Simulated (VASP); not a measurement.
Wanted: the native input for a VASP 6.6.1 run.

* Task: relaxation of cell and atoms
* Functional: PBE
* Potentials or basis: VASP PAW PBE potentials, release 64 (K_sv, Cd, P)
* Cutoff: 500 eV
* k mesh: 6 × 6 × 8
* Occupations: gaussian, width 0.1 eV
* Spin: no spin polarisation
* Dipole correction: no
* Further INCAR settings: ALGO = Normal; EDIFF = 1e-07; IBRION = 2; EDIFFG = -0.01; NSW = 100; ISIF = 3

The structure of KCd2P2 lies in POSCAR:

```
KCd2P2
1.0
    5.8423449109      0.0000000000      0.0000000000
   -2.9211724554      5.0596191105      0.0000000000
    0.0000000000      0.0000000000      4.9532556516
K Cd P
1 2 2
Direct
    0.0000000000      0.0000000000      0.0000000000
    0.3333333333      0.6666666667      0.5000000000
    0.6666666667      0.3333333333      0.5000000000
    0.3333333333      0.6666666667      0.0000000000
    0.6666666667      0.3333333333      0.0000000000
```

The cell was generated, and may not be a known phase.

The input as run:

INCAR

```
SYSTEM = KCd2P2
ALGO     = Normal         ! electronic algorithm
EDIFF    = 1E-7           ! SCF threshold, eV
EDIFFG   = -0.01          ! ionic threshold
ENCUT    = 500            ! plane-wave cutoff, eV
GGA      = PE             ! functional
GGA_COMPAT= .False.      
IBRION   = 2              ! ionic algorithm
ISIF     = 3              ! what is computed and relaxed
ISMEAR   = 0              ! smearing method
LASPH    = .True.         ! aspherical terms in the spheres
LCHARG   = .False.        ! write CHGCAR
LREAL    = .False.        ! projectors in reciprocal space
LWAVE    = .False.        ! write WAVECAR
NELM     = 120            ! most SCF steps
NELMIN   = 4            
NSW      = 100            ! ionic steps
PREC     = Accurate       ! precision mode
SIGMA    = 0.1            ! smearing width, eV
```

KPOINTS

```
k-points
0
Gamma
  6 6 8
  0 0 0
```

Potentials or basis: VASP PAW PBE potentials, release 64 (K_sv, Cd, P).

Run with:

```sh
$ cat potpaw_PBE.64/K_sv/POTCAR potpaw_PBE.64/Cd/POTCAR potpaw_PBE.64/P/POTCAR > POTCAR
$ mpirun -np 1 vasp_std > vasp.out
```

Results of the run:

```yaml
Relaxed_volume: 27.89 Å³/atom
Relaxed_cell: a = 5.574 Å, b = 5.574 Å, c = 5.184 Å, α = 90.00°, β = 90.00°, γ = 120.00°
Space_group_after_relaxing_to_0.1_Å: P6/mmm (No. 191)
Energy_gained_by_relaxing: 10.5 meV/atom
Ionic_steps: 10
Pressure_after_relaxing: 0.0 GPa
Band_gap_on_the_k_mesh: zero (an odd number of electrons rules out a gap without spin polarisation)
```

Wall time 8 min on 1 thread of Oxide Virtual Turin-like Processor, with other jobs on the host, peak memory 0.33 GiB.
